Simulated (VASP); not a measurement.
Set up this calculation in VASP 6.6.1, as the native input.

* Task: single point
* Functional: PBEsol
* Potentials or basis: VASP PAW PBE potentials, release 64 (Rh_pv)
* Cutoff: 520 eV
* k mesh: 13 × 13 × 7
* Occupations: fermi-dirac, width 0.05 eV
* Spin: no spin polarisation
* Dipole correction: no
* Further INCAR settings: ALGO = Normal; EDIFF = 1e-06; NBANDS = 22

The structure of Rh lies in POSCAR:

```
Rh
1.0
    2.7157318845      0.0000000000      0.0000000000
   -1.3578659422      2.3518928018      0.0000000000
    0.0000000000      0.0000000000      4.3994856529
Rh
2
Direct
    0.2933333333      0.6466666667      0.2200000000
    0.7066666667      0.3533333333      0.7800000000
```

This cell differs from its parent crystal: shortest bond scaled by 0.88.

The input as run:

INCAR

```
SYSTEM = Rh
PREC = Accurate ; ENCUT = 520
EDIFF = 1E-6 ; ISMEAR = -1
SIGMA = 0.05 ; LREAL = .False.
LASPH = .True. ; NELM = 60
ALGO = Normal ; ISIF = 2
LWAVE = .False. ; LCHARG = .False.
GGA = PS ; NBANDS = 22
```

KPOINTS

```
regular mesh
0
Gamma
  13 13 7
  0 0 0
```

Potentials or basis: VASP PAW PBE potentials, release 64 (Rh_pv).

Run with:

```bash
$ cat potpaw_PBE.64/Rh_pv/POTCAR > POTCAR
$ mpirun -np 1 vasp_std > vasp.out
```

Results of the run:

```json
{
  "Pressure": "2.3 GPa",
  "Largest force": "3.100 eV/Å",
  "Band gap on the k mesh": "zero (bands 15 and 16 overlap by 2.13 eV)"
}
```

Caveat: the cell differs from its parent crystal (shortest bond scaled by 0.88); the PAW data sets were made with another functional, which shifts forces and pressure a little.

Run time: 76 s on 1 thread of Intel(R) Xeon(R) 6975P-C (Granite Rapids), on a shared host, peak memory 0.26 GiB.
